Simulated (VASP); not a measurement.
A run of VASP 6.6.1:

INCAR

```
PREC = Accurate
ENCUT = 520
EDIFF = 1E-6
ISMEAR = 1
SIGMA = 0.037
LREAL = F
LASPH = T
NELM = 60
ALGO = Normal
ISIF = 2
LWAVE = F
LCHARG = F
GGA = PE
NBANDS = 28
```

KPOINTS

```
Automatic mesh
0
Gamma
  7 7 7
```

File POSCAR:

```
HgF4
1.0
    0.0000000000      4.1660530000      0.0000000000
    4.1660530000      0.0000000000      0.0000000000
    2.0830260000      2.0830260000     -3.9384750000
F Hg
4 1
Direct
    0.2450000000      0.2450000000      0.5100000000
    0.7550000000      0.7550000000      0.4900000000
    0.5000000000      0.0000000000      0.0000000000
    0.0000000000      0.5000000000      0.0000000000
    0.0000000000      0.0000000000      0.0000000000
```

Potentials or basis: VASP PAW PBE potentials, release 64 (F, Hg).

Command:

```console
$ cat potpaw_PBE.64/F/POTCAR potpaw_PBE.64/Hg/POTCAR > POTCAR
$ mpirun -np 1 vasp_std > vasp.out
```

Hardware: 1 thread of Intel(R) Xeon(R) 6975P-C (Granite Rapids), on a shared host.

Estimate the wall time of this run.

Run time: 33 s on 1 thread of Intel(R) Xeon(R) 6975P-C (Granite Rapids), with other jobs on the host, peak memory 0.22 GiB. Counts: scf iterations 14, k points 40.
